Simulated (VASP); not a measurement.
# Pd (Im-3m) in VASP: notebook

The runs below take Pd through single point, relaxation of cell and atoms, with LDA.

Program: VASP 6.6.1. These are calculated values, not measurements. Logs are shortened: lines on timing, memory, paths and dates and some standing lists are left out, and cuts for length are marked.

## (1) The cell of the first run

Symmetry: Im-3m, No. 229, cubic system. The conventional cell has a = 3.053 Å, b = 3.053 Å, c = 3.053 Å, α = 90.00°, β = 90.00°, γ = 90.00°. Pd (site symmetry m-3m) has 14 Pd at 2.64 to 3.05 Å within 3.5 Å.

## (2) Single point, LDA

The input, INCAR:

```
PREC = Accurate
ENCUT = 500
EDIFF = 1E-6
ISMEAR = -1
SIGMA = 0.05
LREAL = F
LASPH = T
NELM = 120
ALGO = Normal
ISIF = 2
LWAVE = F
LCHARG = F
NBANDS = 11
GGA_COMPAT = F
```

The input, KPOINTS:

```
Automatic mesh
0
Gamma
  10 10 10
```

The input, POSCAR:

```
Pd
1.0
    1.5267421078      1.5267421078      1.5267421078
   -1.5267421078      1.5267421078      1.5267421078
   -1.5267421078     -1.5267421078      1.5267421078
Pd
1
Direct
    0.0000000000      0.0000000000      0.0000000000
```

Potentials or basis: VASP PAW LDA potentials, release 64 (Pd).

Launch:

```sh
$ cat potpaw_LDA.64/Pd/POTCAR > POTCAR
$ mpirun -np 1 vasp_std > vasp.out
```

OUTCAR:

```text
PREC = Accurate
   ENCUT = 500
   EDIFF = 1E-6
   ISMEAR = -1
   LREAL = F
   LASPH = T
   NELM = 120
   ISIF = 2

 ion  position               nearest neighbor table
   1  0.000  0.000  0.000-

  LATTYP: Found a body centered cubic cell.
 ALAT       =     3.0534842156

  Lattice vectors:

 A1 = (   1.5267421078,  -1.5267421078,  -1.5267421078)
 A2 = (   1.5267421078,   1.5267421078,   1.5267421078)
 A3 = (  -1.5267421078,  -1.5267421078,   1.5267421078)

Analysis of symmetry for initial positions (statically):
=====================================================================
 Subroutine PRICEL returns:
 Original cell was already a primitive cell.

 Routine SETGRP: Setting up the symmetry group for a
 body centered cubic supercell.

 Subroutine GETGRP returns: Found 48 space group operations
 (whereof 48 operations were pure point group operations)
 out of a pool of 48 trial point group operations.

The static configuration has the point symmetry O_h .

Analysis of symmetry for dynamics (positions and initial velocities):
=====================================================================
 Subroutine PRICEL returns:
 Original cell was already a primitive cell.

 Routine SETGRP: Setting up the symmetry group for a
 body centered cubic supercell.

 Subroutine GETGRP returns: Found 48 space group operations
 (whereof 48 operations were pure point group operations)
 out of a pool of 48 trial point group operations.

The dynamic configuration has the point symmetry O_h .

 Subroutine INISYM returns: Found 48 space group operations
 (whereof 48 operations are pure point group operations),
 and found     1 'primitive' translations

----------------------------------------------------------------------------------------

                                     Primitive cell

  volume of cell :      14.2350

  direct lattice vectors                    reciprocal lattice vectors
     1.526742108  1.526742108  1.526742108     0.327494734  0.000000000  0.327494734
    -1.526742108  1.526742108  1.526742108    -0.327494734  0.327494734  0.000000000
    -1.526742108 -1.526742108  1.526742108     0.000000000 -0.327494734  0.327494734

  length of vectors
     2.644394901  2.644394901  2.644394901     0.463147494  0.463147494  0.463147494

  position of ions in fractional coordinates (direct lattice)
     0.000000000  0.000000000  0.000000000

  ion indices of the primitive-cell ions
   primitive index   ion index
                 1           1

----------------------------------------------------------------------------------------

 KPOINTS: Automatic mesh

Automatic generation of k-mesh.
 Grid dimensions read from file:
 generate k-points for:   10   10   10

 Generating k-lattice:

  Cartesian coordinates                     Fractional coordinates (reciprocal lattice)
     0.032749473  0.000000000  0.032749473     0.100000000  0.000000000  0.000000000
    -0.032749473  0.032749473  0.000000000     0.000000000  0.100000000  0.000000000
     0.000000000 -0.032749473  0.032749473     0.000000000  0.000000000  0.100000000

  Length of vectors
     0.046314749  0.046314749  0.046314749

  Shift w.r.t. Gamma in fractional coordinates (k-lattice)
     0.000000000  0.000000000  0.000000000

 Subroutine IBZKPT returns following result:
 ===========================================

 Found     47 irreducible k-points:

 Following reciprocal coordinates:
            Coordinates               Weight
  0.000000  0.000000  0.000000      1.000000
  0.100000  0.000000  0.000000     12.000000
  0.200000  0.000000  0.000000     12.000000
  0.300000  0.000000  0.000000     12.000000
  0.400000  0.000000  0.000000     12.000000
  0.500000  0.000000  0.000000      6.000000
[... 16 lines left out ...]
  0.100000  0.300000  0.100000      8.000000
  0.500000  0.300000  0.100000     24.000000
 [... further k-points ...]
   k-points           NKPTS =     47   k-points in BZ     NKDIM =     47   number of bands    NBANDS=     11
   number of dos      NEDOS =    301   number of ions     NIONS =      1
   total plane-waves  NPLWV =   8000
   dimension x,y,z NGX =    20 NGY =   20 NGZ =   20
   dimension x,y,z NGXF=    40 NGYF=   40 NGZF=   40
   ions per type =               1
   NGX,Y,Z   is equivalent  to a cutoff of  12.57, 12.57, 12.57 a.u.
   NGXF,Y,Z  is equivalent  to a cutoff of  25.15, 25.15, 25.15 a.u.
 SYSTEM =  unknown system
   PREC   = accura    normal or accurate (medium, high low for compatibility)
   ISTART =      0    job   : 0-new  1-cont  2-samecut
   ICHARG =      2    charge: 1-file 2-atom 10-const
   ISPIN  =      1    spin polarized calculation?
   LNONCOLLINEAR =      F non collinear calculations
   LSORBIT =      F    spin-orbit coupling
   LASPH  =      T    aspherical Exc in radial PAW
   ENCUT  =  500.0 eV  36.75 Ry    6.06 a.u.   4.82  4.82  4.82*2*pi/ulx,y,z
   NELM   =    120;   NELMIN=  2; NELMDL= -5     # of ELM steps
   EDIFF  = 0.1E-05   stopping-criterion for ELM
   LREAL  =      F    real-space projection
   EDIFFG = 0.1E-04   stopping-criterion for IOM
   NSW    =      0    number of steps for IOM
   IBRION =     -1    ionic relax: 0-MD 1-quasi-New 2-CG
   NFREE  =      0    steps in history (QN), initial steepest desc. (CG)
   ISIF   =      2    stress and relaxation
   ISYM   =      2    0-nonsym 1-usesym 2-fastsym
   POTIM  = 0.5000    time-step for ionic-motion
   TEBEG  =    0.0;   TEEND  =   0.0 temperature during run
   PSTRESS=    0.0 pullay stress
   NELECT =      10.0000    total number of electrons
   NUPDOWN=      -1.0000    fix difference up-down
   EMIN   =  10.00;   EMAX   =-10.00  energy-range for DOS
   EFERMI =   0.00;   METHOD = LEGACY
   ISMEAR =    -1;   SIGMA  =   0.05  broadening in eV -4-tet -1-fermi 0-gaus
   EFERMI_NEDOS =   21; number of points for ismear=-14 and -15
   IALGO  =     38    algorithm
   IMIX   =      4    mixing-type and parameters
     AMIX     =   0.40;   BMIX     =  1.00
     AMIX_MAG =   1.60;   BMIX_MAG =  1.00
  volume/ion in A,a.u.               =      14.23        96.06
  Fermi-wavevector in a.u.,A,eV,Ry     =   1.455311  2.750139 28.816189  2.117930
  Thomas-Fermi vector in A             =   2.572360
   LORBIT       =      0    0 simple, 1 ext, 2 COOP (PROOUT), +10 PAW based schemes
   GGA     = CA    functional components
   LHFCALC =     F    Hartree Fock is set to
   AEXX    =    0.0000 exact exchange contribution
   IVDW    =     0    specifies the selected vdW correction
   LEPSILON=     F    determine dielectric tensor
   LRPA    =     F    only Hartree local field effects (RPA)
 non-spin polarized calculation
  energy-cutoff  :      500.00
  volume of cell :       14.23
 maximum number of plane-waves:       372
   NGX =  9   NGY =  9   NGZ =  9

 number of electron      10.0000000 magnetization

 number of electron       9.9999995 magnetization

 Free energy of the ion-electron system (eV)
  ---------------------------------------------------
  ext. energy  EPLUGINS =         0.00000000
  ---------------------------------------------------
  free energy    TOTEN  =        -6.44424986 eV

  energy without entropy =       -6.43509952  energy(sigma->0) =       -6.43967469

 E-fermi :  10.1904     XC(G=0): -13.7342

 val. band max:       10.1871229398   @ k =   0.4000   0.2000   0.2000
 cond. band min:      10.2745167385   @ k =   0.5000   0.4000   0.3000
 fundamental gap:      0.0873937987
 Fermi energy:        10.1904322980

 k-point     1 :       0.0000    0.0000    0.0000
  band No.  band energies     occupation
      1       2.7031      2.00000
      2       7.0232      2.00000
      3       7.0232      2.00000
      4       7.0232      2.00000
      5       9.1884      2.00000
      6       9.1884      2.00000
      7      29.5920      0.00000
      8      29.5920      0.00000
      9      29.5920      0.00000
     10      35.9449      0.00000
     11      38.6686      0.00000

 k-point     2 :       0.1000    0.0000    0.0000
  band No.  band energies     occupation
      1       3.0932      2.00000
      2       6.8862      2.00000
      3       7.0261      2.00000
      4       7.3124      2.00000
      5       9.0353      2.00000
      6       9.1991      2.00000
      7      29.4076      0.00000
      8      29.6342      0.00000
      9      30.0918      0.00000
     10      35.8868      0.00000
     11      36.2159      0.00000

 k-point     3 :       0.2000    0.0000    0.0000
  band No.  band energies     occupation
      1       4.0726      2.00000
      2       6.5438      2.00000
      3       7.0834      2.00000
      4       8.1248      2.00000
      5       8.8344      2.00000
      6       9.2409      2.00000
      7      27.6848      0.00000
      8      28.9262      0.00000
      9      31.4341      0.00000
     10      35.2136      0.00000
     11      35.2562      0.00000

 k-point     4 :       0.3000    0.0000    0.0000
  band No.  band energies     occupation
      1       4.7484      2.00000
      2       6.1490      2.00000
      3       7.9273      2.00000
      4       8.8960      2.00000
      5       9.2722      2.00000
      6       9.3210      2.00000
      7      24.0999      0.00000
      8      27.2540      0.00000
      9      31.8202      0.00000
     10      33.1696      0.00000
     11      35.3054      0.00000

 k-point     5 :       0.4000    0.0000    0.0000
  band No.  band energies     occupation
      1       4.6569      2.00000
      2       5.8493      2.00000
      3       9.0038      2.00000
      4       9.4108      2.00000
      5      10.0617      1.85839
      6      10.3709      0.05269
      7      20.3698      0.00000
      8      25.8760      0.00000
      9      29.2533      0.00000
     10      34.6304      0.00000
     11      35.6102      0.00000

 k-point     6 :       0.5000    0.0000    0.0000
  band No.  band energies     occupation
      1       4.5440      2.00000
      2       5.7389      2.00000
      3       9.1030      2.00000
      4       9.4516      2.00000
      5      10.8491      0.00000
      6      11.4730      0.00000
      7      18.4128      0.00000
      8      25.3699      0.00000
      9      28.2703      0.00000
     10      35.1954      0.00000
     11      35.7183      0.00000

 k-point     7 :       0.2000    0.1000    0.0000
  band No.  band energies     occupation
      1       3.8020      2.00000
      2       6.7447      2.00000
      3       6.8540      2.00000
      4       7.9485      2.00000
      5       8.8150      2.00000
      6       9.2693      2.00000
      7      28.6572      0.00000
      8      29.3241      0.00000
      9      30.6323      0.00000
     10      34.3051      0.00000
     11      35.3968      0.00000

 k-point     8 :       0.3000    0.1000    0.0000
  band No.  band energies     occupation
      1       4.7802      2.00000
      2       6.3943      2.00000
      3       6.9354      2.00000
      4       8.7132      2.00000
      5       9.0929      2.00000
      6       9.4337      2.00000
      7      26.1160      0.00000
      8      27.6304      0.00000
      9      31.2656      0.00000
     10      32.1875      0.00000
     11      35.8659      0.00000
[... 141 lines left out ...]
 k-point    19 :       0.5000    0.1000    0.1000
  band No.  band energies     occupation
      1       4.8048      2.00000
      2       6.0586      2.00000
      3       8.2670      2.00000
      4       8.8042      2.00000
      5      10.8077      0.00001
      6      12.9025      0.00000
      7      18.4057      0.00000
      8      25.8173      0.00000
      9      27.1829      0.00000
     10      35.4076      0.00000
     11      36.2234      0.00000

 k-point    20 :       0.3000    0.2000    0.1000
  band No.  band energies     occupation
      1       5.2502      2.00000
      2       6.7609      2.00000
      3       7.0149      2.00000
      4       8.0768      2.00000
      5       8.9195      2.00000
      6      10.0560      1.87281
      7      26.3696      0.00000
      8      26.7519      0.00000
      9      30.8766      0.00000
     10      31.5785      0.00000
     11      35.2234      0.00000

 k-point    21 :       0.4000    0.2000    0.1000
  band No.  band energies     occupation
      1       5.4572      2.00000
      2       6.4364      2.00000
      3       7.2261      2.00000
      4       8.4600      2.00000
      5       9.6889      1.99991
      6      11.5861      0.00000
      7      22.6571      0.00000
      8      25.2100      0.00000
      9      29.3426      0.00000
     10      32.2279      0.00000
     11      35.7289      0.00000

 k-point    22 :       0.5000    0.2000    0.1000
  band No.  band energies     occupation
      1       5.2360      2.00000
      2       6.3556      2.00000
      3       7.4009      2.00000
      4       8.6836      2.00000
      5      10.3111      0.16444
      6      13.9281      0.00000
      7      19.1735      0.00000
      8      24.1767      0.00000
      9      28.2098      0.00000
     10      33.6913      0.00000
     11      35.5024      0.00000

 k-point    23 :       0.1000    0.3000    0.1000
  band No.  band energies     occupation
      1       4.7023      2.00000
      2       6.4527      2.00000
      3       6.4527      2.00000
      4       9.0807      2.00000
      5       9.0807      2.00000
      6       9.1747      2.00000
      7      27.5716      0.00000
      8      27.5716      0.00000
      9      30.0748      0.00000
     10      31.4839      0.00000
     11      35.9953      0.00000

 k-point    24 :       0.5000    0.3000    0.1000
  band No.  band energies     occupation
      1       5.7986      2.00000
      2       6.1473      2.00000
      3       7.0391      2.00000
      4       8.7912      2.00000
      5       9.8390      1.99823
      6      14.2601      0.00000
      7      21.0264      0.00000
      8      21.7736      0.00000
      9      30.2914      0.00000
     10      31.4764      0.00000
     11      35.1873      0.00000

 [... further k-points ...]
[... 5 lines left out ...]
  --------------------------------------------------------------------------------------
  -------------------------------------------------------------------------------------
  Total        0.0259693      0.0259693      0.0259693     -0.0000000      0.0000000     -0.0000000
  in kB        2.9228949      2.9228949      2.9228949     -0.0000000      0.0000000     -0.0000000
  external PRESSURE =       2.9228949 kB  Pullay stress =       0.0000000 kB

 VOLUME and BASIS-vectors are now :
 -----------------------------------------------------------------------------
  energy-cutoff  :      500.00
  volume of cell :       14.23
      direct lattice vectors                 reciprocal lattice vectors
     1.526742108  1.526742108  1.526742108     0.327494734  0.000000000  0.327494734
    -1.526742108  1.526742108  1.526742108    -0.327494734  0.327494734  0.000000000
    -1.526742108 -1.526742108  1.526742108     0.000000000 -0.327494734  0.327494734

 POSITION                                       TOTAL-FORCE (eV/Angst)
 -----------------------------------------------------------------------------------
      0.00000      0.00000      0.00000        -0.000000     -0.000000      0.000000
 -----------------------------------------------------------------------------------
    total drift:                               -0.000000     -0.000000     -0.000000

  FREE ENERGIE OF THE ION-ELECTRON SYSTEM (eV)
  ---------------------------------------------------
  free  energy   TOTEN  =        -6.4442498602 eV

  energy  without entropy=       -6.4350995207  energy(sigma->0) =       -6.43967469
```

Run time: 14 s. Hardware: 1 thread of AMD EPYC 7R13, shared host; peak memory 0.09 GiB.

Results:

* Free energy: -6.4442 eV
* Pressure: 0.3 GPa
* Band gap on the k mesh: zero (band 5 reaches 10.85 eV, above the bottom of band 6 at 9.17 eV)

[end of part 1 of 2]
